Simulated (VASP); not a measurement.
Crystal: CsGe2S2.

```
CELL_PARAMETERS angstrom
4.12069 0.00000 0.00000
0.00000 3.59578 0.00000
0.00000 0.00000 16.22722
ATOMIC_POSITIONS crystal
Cs 0.11130 0.00000 0.32594
Cs 0.88870 0.00000 0.83552
Ge 0.61130 0.00000 0.16146
Ge 0.11130 0.50000 0.00000
Ge 0.38870 0.00000 0.66146
Ge 0.88870 0.50000 0.50000
S 0.49760 0.00000 0.01595
S 0.99760 0.50000 0.14551
S 0.50240 0.00000 0.51595
S 0.00240 0.50000 0.64551
```

```yaml
Program: VASP 6.6.1
Task: relaxation of cell and atoms
Functional: PBE
Potentials_or_basis: VASP PAW PBE potentials, release 64 (Cs_sv, Ge_d, S)
Cutoff: 600 eV
k_mesh: 4 × 6 × 1
Occupations: gaussian, width 0.1 eV
Spin: no spin polarisation
```

At the start: pressure 7.2 GPa; volume 24.04 Å³/atom.

Where does the relaxation end?

Over 39 steps the energy falls by 124.4 meV/atom and the volume is 30.33 Å³/atom (+26.2 %); space group Pm (No. 6, to 0.1 Å) before, Pmc2_1 (No. 26, to 0.1 Å).

Step by step:
```
step  energy change (eV)  largest force (eV/Å)  pressure (GPa)  volume (Å³)
   1              0.0000                0.5903            7.17       240.44
   2             -0.7305                0.8595           -0.67       279.87
   3             -0.7437                0.7619            0.10       274.49
   4             -0.8450                0.5756            0.10       277.68
   5             -1.0177                0.1560            0.12       287.30
   6             -1.0335                0.2390            0.27       291.15
   7             -1.0694                0.1347           -0.44       296.63
   8             -1.0728                0.1529           -0.65       298.88
   9             -1.1004                0.1446           -0.42       296.65
  10             -1.1115                0.2138           -0.14       294.52
  11             -1.1120                0.2343           -0.06       293.92
  12             -1.1264                0.1886            0.09       292.69
  13             -1.1435                0.1996            0.56       289.16
  14             -1.1526                0.1623            0.49       290.05
  15             -1.1715                0.1482            0.14       292.73
  16             -1.1765                0.3211           -0.46       298.10
  17             -1.1795                0.2211           -0.32       296.16
  18             -1.1905                0.1944           -0.19       296.03
  19             -1.2025                0.1739            0.13       295.67
  20             -1.2146                0.0993            0.13       296.78
  21             -1.2231                0.2073            0.08       298.75
  22             -1.2288                0.1228            0.02       300.50
  23             -1.2302                0.0808           -0.04       302.04
  24             -1.2324                0.0781            0.02       302.02
  25             -1.2326                0.0942            0.07       302.01
  26             -1.2343                0.0424           -0.07       302.96
  27             -1.2344                0.0449           -0.08       303.14
  28             -1.2358                0.0440           -0.01       302.57
  29             -1.2372                0.0641            0.10       301.31
  30             -1.2382                0.0596            0.06       301.51
  31             -1.2394                0.0632           -0.01       301.87
  32             -1.2393                0.0938           -0.15       302.61
  33             -1.2397                0.0687           -0.01       302.20
  34             -1.2412                0.0458           -0.03       302.35
  35             -1.2422                0.0985            0.05       302.64
  36             -1.2433                0.0614           -0.03       303.49
  37             -1.2434                0.0419           -0.09       304.11
  38             -1.2434                0.0456           -0.07       303.88
  39             -1.2442                0.0373           -0.02       303.33
```

Final structure:
```
Cs Ge S
1.0
     5.24172    0.00000   -0.00025
     0.00000    3.57611    0.00000
    -0.00128    0.00000   16.18172
Cs Ge S
2 4 4
Cartesian
  0.9359 0.0000 5.3060
  4.2990 0.0000 13.4039
  3.4237 0.0000 2.6486
  1.0396 1.7881 16.1590
  1.8103 0.0000 10.7462
  4.2068 1.7881 8.0638
  2.6294 0.0000 0.2531
  5.0581 1.7881 2.3861
  2.6202 0.0000 8.3446
  0.1795 1.7881 10.4777
```

Caveat: the k points lie up to 0.39 Å⁻¹ apart in the final cell, too coarse for converged energies and pressures of a metal; the volume moved by over 15 % at a fixed basis, so the end points are rough.
